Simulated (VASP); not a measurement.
The system is GaP.

```xyz
2
Lattice="0.0000 2.7787 2.7787 2.7787 0.0000 2.7787 2.7787 2.7787 0.0000" Properties=species:S:1:pos:R:3 pbc="T T T"
Ga    0.0000    0.0000    0.0000
P     4.1680    4.1680    4.1680
```

Base run:

```yaml
Program: VASP 6.6.1
Functional: revPBE
Potentials_or_basis: VASP PAW PBE potentials, release 64 (Ga_d, P)
Cutoff: 520 eV
k_mesh: 8 × 8 × 8
Occupations: fermi-dirac, width 0.05 eV
Spin: no spin polarisation
```

Its results: band gap on the k mesh 1.45 eV; pressure -0.7 GPa.

After a change of settings the same cell gave: band gap on the k mesh 1.34 eV; pressure -2.2 GPa. Which change was it?
A. functional from revPBE to b88 exchange, pbe correlation; cutoff from 520 eV to 500 eV
B. functional from revPBE to r2SCAN; dispersion from none to D4
C. functional from revPBE to BLYP; dispersion from none to D3(BJ)

A.

Caveats: the PAW data sets were made with another functional, which shifts forces and pressure a little.
